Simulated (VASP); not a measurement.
**SnSe2: single point with r2SCAN**

Crystal: SnSe2.

```
Sn Se
1.0
     3.71039    0.00000    0.00000
    -1.85520    3.21330    0.00000
     0.00000    0.00000    6.38462
Sn Se
1 2
Direct
  0.00000 0.00000 0.00000
  0.33333 0.66667 0.25268
  0.66667 0.33333 0.74732
```

This cell differs from its parent crystal: epitaxial xy strain -3.0%.

* Program: VASP 6.6.1
* Task: single point
* Functional: r2SCAN
* Potentials or basis: VASP PAW PBE potentials, release 64 (Sn_d, Se)
* Cutoff: 520 eV
* k mesh: 12 × 12 × 4
* Occupations: gaussian, width 0.01 eV
* Spin: no spin polarisation

| Item | Value |
| --- | --- |
| Pressure | 4.0 GPa |
| Largest force | 0.017 eV/Å |
| Band gap on the k mesh | 0.80 eV (least direct gap 1.47 eV) |

Forces on the atoms (eV/Å):
```
Sn   0.000  0.000  0.000
Se   0.000  0.000 -0.017
Se   0.000  0.000  0.017
```

Stress tensor (GPa, compression positive):
```
5.55 0.00 0.00
0.00 5.55 0.00
0.00 0.00 0.97
```

Levels at points of the mesh, in eV from the valence-band top:
```tsv
k point	band 10	band 11	band 12	band 13	band 14	band 15	band 16	band 17
(0.00, 0.00, 0.00)	-0.50	-0.50	-0.19	-0.19	1.72	3.87	5.23	5.23
(0.50, 0.00, 0.00)	-3.30	-2.56	-1.53	-0.38	1.34	4.23	5.62	5.76
(0.00, 0.00, 0.50)	-0.59	-0.59	-0.06	-0.06	3.17	3.81	5.02	5.02
(0.50, 0.00, 0.50)	-2.43	-2.40	-1.07	-0.71	0.80	4.31	5.01	5.91
```

Wall time 4.1 min on 1 thread of AMD EPYC 9R45 96-Core Processor (Zen 5) (shared host), peak memory 0.23 GiB.

Caveat: the cell differs from its parent crystal (epitaxial xy strain -3.0%); the cell stands under pressure; the PAW data sets were made with another functional, which shifts forces and pressure a little; spin-orbit coupling is left out, which moves the levels of the heavy elements. A k mesh can miss the band edges.
